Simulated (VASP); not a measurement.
Runs of VASP 6.6.1 on Hg. The structure is that of space group Pm-3m (No. 221), or close to it. The cells are those of the table. 

```tsv
cell	k mesh	gap on the mesh (eV)	pressure (GPa)
a = 3.060 Å, 1 atom	12 × 12 × 12	none	-2.7
a = 2.946 Å, 1 atom	17 × 17 × 17	none	0.5
a = 2.865 Å, 1 atom	12 × 12 × 12	none	5.3
a = 2.985 Å, 1 atom	12 × 12 × 12	none	-1.0
a = 2.823 Å, 1 atom	12 × 12 × 12	none	(a)
a = 2.906 Å, 1 atom	12 × 12 × 12	none	(b)
a = 3.023 Å, 1 atom	12 × 12 × 12	none	-2.0
a = 2.946 Å, 1 atom	12 × 12 × 12	none	0.5
```

Alike in all rows: task single point; level PBEsol; potentials or basis VASP PAW PBE potentials, release 64 (Hg); no spin polarisation; cutoff (eV) 520; smearing fermi-dirac 0.1 eV.

Problem. Estimate the missing entries.

Solution. (a) 9.0; (b) 2.5.

Caveats: the PAW data sets were made with another functional, which shifts forces and pressure a little; spin-orbit coupling is left out, which moves the levels of the heavy elements; the cell stands under pressure (at least some runs).

A k mesh can miss the band edges, and the runs leave out spin-orbit coupling on Hg.

A gap of «none» marks levels without a gap at the run's occupations.
